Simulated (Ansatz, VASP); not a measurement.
**CdO in VASP and in Ansatz**

```
Cd O
1.0
     0.00000    2.35300    2.35300
     2.35300    0.00000    2.35300
     2.35300    2.35300    0.00000
Cd O
1 1
Cartesian
  0.0000 0.0000 0.0000
  2.3530 2.3530 2.3530
```

Alike in both runs: task single point; functional LDA; k mesh 6 × 6 × 6; occupations fermi-dirac, width 0.02 eV; no spin polarisation.

|  | VASP | Ansatz |
| --- | --- | --- |
| version | VASP 6.6.1 | Ansatz 0.2.0 |
| potentials or method | VASP PAW LDA potentials, release 64 (Cd, O) | plane waves |
| plane-wave cutoff (eV) | 600 | 420 |
| valence electrons in the cell | 18 | 26 |

```csv
,VASP,Ansatz,Ansatz less VASP
pressure (GPa),-5.2,-6.7,-1.51
```

LDA's correlation is that of Perdew and Zunger in VASP and of Perdew and Wang (1992) in Ansatz. VASP's potentials hold 18 valence electrons a cell and Ansatz's 26, so a difference there can come from the potentials and not from the codes.

The k mesh is coarse, so the values compare programs but aren't converged.
